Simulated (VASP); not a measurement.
Cr, 1 atom in the cell. The structure is cubic, space group Im-3m (No. 229). Conventional cell: a = 2.822 Å, b = 2.822 Å, c = 2.822 Å, α = 90.00°, β = 90.00°, γ = 90.00°. Cr (site symmetry m-3m) has 14 Cr at 2.44 to 2.82 Å within 3.2 Å. 

```yaml
Program: VASP 6.6.1
Task: single point
Functional: PBE
Dispersion: D3(BJ)
Potentials_or_basis: VASP PAW PBE potentials, release 64 (Cr_pv)
Cutoff: 520 eV
k_mesh: 14 × 14 × 14
Occupations: fermi-dirac, width 0.05 eV
Spin: collinear spin, ferromagnetic start
Starting_moments: "[3.0] μB"
Dipole_correction: no
Further_INCAR_settings: ALGO = Normal; EDIFF = 1e-06; NBANDS = 16
```

Potentials or basis: VASP PAW PBE potentials, release 64 (Cr_pv).

Launch:

```sh
$ cat potpaw_PBE.64/Cr_pv/POTCAR > POTCAR
$ mpirun -np 1 vasp_std > vasp.out
```

Hardware: 1 thread of AMD EPYC 9R45 96-Core Processor (Zen 5), on a shared host.

Estimate the wall time of this run.

Run time: 20 s on 1 thread of AMD EPYC 9R45 96-Core Processor (Zen 5) (shared host), peak memory 0.12 GiB. Counts: scf iterations 14, k points 104.
